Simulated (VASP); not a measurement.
# Mg (P6_3/mmc) in VASP: single point with PBE

Aim: the single point of Mg with PBE.

Everything below comes from runs of VASP 6.6.1. Logs are shortened: lines on timing, memory, paths and dates and some standing lists are left out, and cuts for length are marked.

## (1) The cell of the first run

It takes space group P6_3/mmc (No. 194, hexagonal). The conventional cell has a = 3.189 Å, b = 3.189 Å, c = 5.113 Å, α = 90.00°, β = 90.00°, γ = 120.00°. Within 4.1 Å of Mg (site symmetry -6m2) lie 12 Mg at 3.15 to 3.19 Å.

## (2) Single point, PBE

INCAR reads:

```
PREC = Accurate ; ENCUT = 600
EDIFF = 1E-6 ; ISMEAR = -1
SIGMA = 0.05 ; LREAL = False
LASPH = True ; NELM = 120
ALGO = Normal ; ISIF = 2
LWAVE = False ; LCHARG = False
GGA = PE ; NBANDS = 9
GGA_COMPAT = False
```

KPOINTS reads:

```
regular mesh
0
Gamma
  9 9 5
```

POSCAR reads:

```
Mg
1.0
    3.1891760000      0.0000000000      0.0000000000
   -1.5945880000      2.7619080000      0.0000000000
    0.0000000000      0.0000000000      5.1134100000
Mg
2
Direct
    0.3333330000      0.6666670000      0.2500000000
    0.6666670000      0.3333330000      0.7500000000
```

Potentials or basis: VASP PAW PBE potentials, release 64 (Mg).

Launch:

```
cat potpaw_PBE.64/Mg/POTCAR > POTCAR
mpirun -np 1 vasp_std > vasp.out
```

OUTCAR:

```text
PREC = Accurate
   ENCUT = 600
   EDIFF = 1E-6
   ISMEAR = -1
   LREAL = False
   LASPH = True
   NELM = 120
   ISIF = 2
   GGA = PE

 ion  position               nearest neighbor table
   1  0.333  0.667  0.250-   2 3.15   2 3.15   2 3.15   2 3.15   2 3.15   2 3.15
   2  0.667  0.333  0.750-   1 3.15   1 3.15   1 3.15   1 3.15   1 3.15   1 3.15

  LATTYP: Found a hexagonal cell.
 ALAT       =     3.1891760000
 C/A-ratio  =     1.6033640037

  Lattice vectors:

 A1 = (   3.1891760000,   0.0000000000,   0.0000000000)
 A2 = (  -1.5945880000,   2.7619080000,   0.0000000000)
 A3 = (   0.0000000000,   0.0000000000,   5.1134100000)

Analysis of symmetry for initial positions (statically):
=====================================================================
 Subroutine PRICEL returns:
 Original cell was already a primitive cell.

 Routine SETGRP: Setting up the symmetry group for a
 hexagonal supercell.

 Subroutine GETGRP returns: Found 24 space group operations
 (whereof 12 operations were pure point group operations)
 out of a pool of 24 trial point group operations.

The static configuration has the point symmetry D_3d.
 The point group associated with its full space group is D_6h.

Analysis of symmetry for dynamics (positions and initial velocities):
=====================================================================
 Subroutine PRICEL returns:
 Original cell was already a primitive cell.

 Routine SETGRP: Setting up the symmetry group for a
 hexagonal supercell.

 Subroutine GETGRP returns: Found 24 space group operations
 (whereof 12 operations were pure point group operations)
 out of a pool of 24 trial point group operations.

The dynamic configuration has the point symmetry D_3d.
 The point group associated with its full space group is D_6h.

 Subroutine INISYM returns: Found 24 space group operations
 (whereof 12 operations are pure point group operations),
 and found     1 'primitive' translations

----------------------------------------------------------------------------------------

                                     Primitive cell

  volume of cell :      45.0400

  direct lattice vectors                    reciprocal lattice vectors
     3.189176000  0.000000000  0.000000000     0.313560619  0.181034271  0.000000000
    -1.594588000  2.761908000  0.000000000     0.000000000  0.362068541  0.000000000
     0.000000000  0.000000000  5.113410000     0.000000000  0.000000000  0.195564213

  length of vectors
[... 81 lines left out ...]
   NELM   =    120;   NELMIN=  2; NELMDL= -5     # of ELM steps
   EDIFF  = 0.1E-05   stopping-criterion for ELM
   LREAL  =      F    real-space projection
   EDIFFG = 0.1E-04   stopping-criterion for IOM
   NSW    =      0    number of steps for IOM
   IBRION =     -1    ionic relax: 0-MD 1-quasi-New 2-CG
   NFREE  =      0    steps in history (QN), initial steepest desc. (CG)
   ISIF   =      2    stress and relaxation
   ISYM   =      2    0-nonsym 1-usesym 2-fastsym
   POTIM  = 0.5000    time-step for ionic-motion
   TEBEG  =    0.0;   TEEND  =   0.0 temperature during run
   PSTRESS=    0.0 pullay stress
   NELECT =       4.0000    total number of electrons
   NUPDOWN=      -1.0000    fix difference up-down
   EMIN   =  10.00;   EMAX   =-10.00  energy-range for DOS
   EFERMI =   0.00;   METHOD = LEGACY
   ISMEAR =    -1;   SIGMA  =   0.05  broadening in eV -4-tet -1-fermi 0-gaus
   EFERMI_NEDOS =   21; number of points for ismear=-14 and -15
   IALGO  =     38    algorithm
   IMIX   =      4    mixing-type and parameters
     AMIX     =   0.40;   BMIX     =  1.00
     AMIX_MAG =   1.60;   BMIX_MAG =  1.00
  volume/ion in A,a.u.               =      22.52       151.97
  Fermi-wavevector in a.u.,A,eV,Ry     =   0.730402  1.380260  7.258536  0.533487
  Thomas-Fermi vector in A             =   1.822363
   LORBIT       =      0    0 simple, 1 ext, 2 COOP (PROOUT), +10 PAW based schemes
   GGA     = PE    functional components
   LHFCALC =     F    Hartree Fock is set to
   AEXX    =    0.0000 exact exchange contribution
   IVDW    =     0    specifies the selected vdW correction
   LEPSILON=     F    determine dielectric tensor
   LRPA    =     F    only Hartree local field effects (RPA)
 non-spin polarized calculation
  energy-cutoff  :      600.00
  volume of cell :       45.04
 maximum number of plane-waves:      1520
 NGX is ok and might be reduce to    28
   NGX = 13   NGY = 13   NGZ = 21

 number of electron       4.0000000 magnetization

 Free energy of the ion-electron system (eV)
  ---------------------------------------------------
  ext. energy  EPLUGINS =         0.00000000
  ---------------------------------------------------
  free energy    TOTEN  =        -3.00745045 eV

  energy without entropy =       -3.00007566  energy(sigma->0) =       -3.00376306

 E-fermi :   2.6797     XC(G=0):  -8.5505

 val. band max:        2.6464838025   @ k =   0.4444   0.0000   0.4000
 cond. band min:       2.7598719733   @ k =   0.3333   0.3333   0.4000
 fundamental gap:      0.1133881707
 Fermi energy:         2.6796621369

 k-point     1 :       0.0000    0.0000    0.0000
  band No.  band energies     occupation
      1      -4.2804      2.00000
      2       1.0849      2.00000
      3       1.6117      2.00000
      4      13.6523      0.00000
      5      13.6523      0.00000
      6      13.7752      0.00000
      7      13.7752      0.00000
      8      14.7313      0.00000
      9      16.2011      0.00000
[... 265 lines left out ...]
 k-point    24 :       0.3333    0.3333    0.2000
  band No.  band energies     occupation
      1       2.2677      1.99947
      2       2.2789      1.99934
      3       2.2789      1.99934
      4       5.4660      0.00000
      5       5.7800      0.00000
      6       5.7800      0.00000
      7       9.7807      0.00000
      8      10.4202      0.00000
      9      10.4202      0.00000

 [... further k-points ...]
[... 5 lines left out ...]
  --------------------------------------------------------------------------------------
  -------------------------------------------------------------------------------------
  Total        0.0529444      0.0529445      0.3941918     -0.0000000      0.0000000      0.0000000
  in kB        1.8833569      1.8833576     14.0223203     -0.0000000      0.0000000      0.0000000
  external PRESSURE =       5.9296783 kB  Pullay stress =       0.0000000 kB

 VOLUME and BASIS-vectors are now :
 -----------------------------------------------------------------------------
  energy-cutoff  :      600.00
  volume of cell :       45.04
      direct lattice vectors                 reciprocal lattice vectors
     3.189176000  0.000000000  0.000000000     0.313560619  0.181034271  0.000000000
    -1.594588000  2.761908000  0.000000000     0.000000000  0.362068541  0.000000000
     0.000000000  0.000000000  5.113410000     0.000000000  0.000000000  0.195564213

 POSITION                                       TOTAL-FORCE (eV/Angst)
 -----------------------------------------------------------------------------------
     -0.00000      1.84127      1.27835         0.000000     -0.000000      0.000000
      1.59459      0.92064      3.83506        -0.000000      0.000000      0.000000
 -----------------------------------------------------------------------------------
    total drift:                               -0.000001      0.000001     -0.000003

  FREE ENERGIE OF THE ION-ELECTRON SYSTEM (eV)
  ---------------------------------------------------
  free  energy   TOTEN  =        -3.0074504531 eV

  energy  without entropy=       -3.0000756604  energy(sigma->0) =       -3.00376306
```

OSZICAR:

```text
N       E                     dE             d eps       ncg     rms          rms(c)
DAV:   1     0.157951365734E+00    0.15795E+00   -0.14936E+03   648   0.360E+02
DAV:   2    -0.296857398520E+01   -0.31265E+01   -0.30074E+01   843   0.299E+01
DAV:   3    -0.302093414117E+01   -0.52360E-01   -0.52183E-01   861   0.318E+00
DAV:   4    -0.302111800625E+01   -0.18387E-03   -0.18386E-03   841   0.165E-01
DAV:   5    -0.302111899304E+01   -0.98679E-06   -0.98638E-06   856   0.123E-02    0.960E-01
DAV:   6    -0.301489777571E+01    0.62212E-02   -0.55552E-04   777   0.191E-01    0.614E-01
DAV:   7    -0.300744010571E+01    0.74577E-02   -0.21420E-03   676   0.331E-01    0.336E-02
DAV:   8    -0.300745175621E+01   -0.11651E-04   -0.15100E-05   906   0.238E-02    0.757E-03
DAV:   9    -0.300745066846E+01    0.10878E-05   -0.12220E-06   699   0.535E-03    0.610E-04
DAV:  10    -0.300745045308E+01    0.21538E-06   -0.52497E-09   371   0.445E-04
   1 F= -.30074505E+01 E0= -.30037631E+01  d E =-.737479E-02
```

stdout:

```text
POSCAR found type information on POSCAR Mg
 POSCAR found :  1 types and       2 ions
 scaLAPACK will be used
 LDA part: xc-table for (Slater+PW92), standard interpolation
 POSCAR, INCAR and KPOINTS ok, starting setup
 FFT: planning ... GRIDC
 FFT: planning ... GRID_SOFT
 FFT: planning ... GRID
 WAVECAR not read
 entering main loop
```

Wall time 24 s (1 thread of Intel Xeon 8259CL, shared host); peak memory 0.17 GiB.

Results:

```
Free energy            : -3.0075 eV
Pressure               : 0.6 GPa
Band gap on the k mesh : zero (band 2 reaches 3.76 eV, above the bottom of band 3 at 1.61 eV)
```

Stress tensor (GPa, compression positive):
```
0.19 0.00 0.00
0.00 0.19 0.00
0.00 0.00 1.40
```
